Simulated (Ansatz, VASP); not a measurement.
## One calculation of InSb, two programs

INCAR

```
SYSTEM = InSb
PREC = Accurate
ENCUT = 520
EDIFF = 1E-7
ISMEAR = 0
SIGMA = 0.15
LREAL = .False.
LASPH = .True.
NELM = 100
ALGO = Normal
ISIF = 2
LWAVE = .False.
LCHARG = .True.
GGA = PE
LELF = .True.
LVHAR = .True.
NBANDS = 16
```

Contents of KPOINTS:

```
regular mesh
0
Gamma
  12 12 12
  0 0 0
```

POSCAR

```
InSb
1.0
    0.0000000000      3.2876865000      3.1419270000
    3.2876865000      0.0000000000      3.1419270000
    3.2876865000      3.2876865000      0.0000000000
In Sb
1 1
Direct
    0.0000000000      0.0000000000      0.0000000000
    0.7500000000      0.7500000000      0.7500000000
```

Input for Ansatz:

```yaml
crystal:
  lattice:
    - [0.0, 3.2876865, 3.141927]
    - [3.2876865, 0.0, 3.141927]
    - [3.2876865, 3.2876865, 0.0]
  atoms:
    - { symbol: In, position: [0.0, 0.0, 0.0] }
    - { symbol: Sb, position: [0.75, 0.75, 0.75] }
basis:
  ecutwfc: 420
kpoints:
  mp_grid: { grid: [12, 12, 12] }
hamiltonian:
  xc: pbe
scf:
  occupations: { method: gaussian, width: 0.15 }
output:
  forces: true
  stress: true
  eigenvalues: true
```

Change from the starting cell: strain +0.015 along x and y, -0.030 along z, atoms carried along.

Alike in both runs: task single point; functional PBE; k mesh 12 × 12 × 12; occupations gaussian, width 0.15 eV; no spin polarisation.

```csv
,VASP,Ansatz
version,VASP 6.6.1,Ansatz 0.2.0
potentials or method,"VASP PAW PBE potentials, release 64 (In_d, Sb), cutoff 520 eV","scalar-relativistic, plane waves, PAW"
valence electrons in the cell,18,28
```

```csv
,VASP,Ansatz,Ansatz less VASP
pressure (GPa),3.1,3.1,+0.02
"traceless stress, the component that is largest in VASP (GPa)",0.70,0.70,-0.001
```

The functional is the same, so the differences come from potentials, cutoffs and numerics. VASP's potentials hold 18 valence electrons a cell and Ansatz's 28, so a difference there can come from the potentials and not from the codes.

Neither program's run includes spin-orbit coupling.
